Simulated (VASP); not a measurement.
Here is a VASP 6.6.1 calculation.

INCAR

```
SYSTEM = Mg
PREC = Accurate ; ENCUT = 520
EDIFF = 1E-6 ; ISMEAR = -1
SIGMA = 0.1 ; LREAL = .False.
LASPH = .True. ; NELM = 80
ALGO = Normal ; ISIF = 2
LWAVE = .False. ; LCHARG = .True.
GGA = PE ; LELF = .True.
LVHAR = .True. ; NBANDS = 7
```

File KPOINTS:

```
regular mesh
0
Gamma
  16 16 16
  0 0 0
```

The input POSCAR:

```
Mg
1.0
   -1.4765000000      1.4765000000      1.4765000000
    1.4765000000     -1.4765000000      1.4765000000
    1.4765000000      1.4765000000     -1.4765000000
Mg
1
Direct
    0.0000000000      0.0000000000      0.0000000000
```

Potentials or basis: VASP PAW PBE potentials, release 64 (Mg).

The run is started by

```console
$ cat potpaw_PBE.64/Mg/POTCAR > POTCAR
$ mpirun -np 1 vasp_std > vasp.out
```

**Question.** Predict the band gap on the k mesh.

**Answer.** Zero (band 1 reaches 10.47 eV, above the bottom of band 2 at 5.65 eV).

**Question.** Estimate the pressure.

**Answer.** 63.5 GPa.
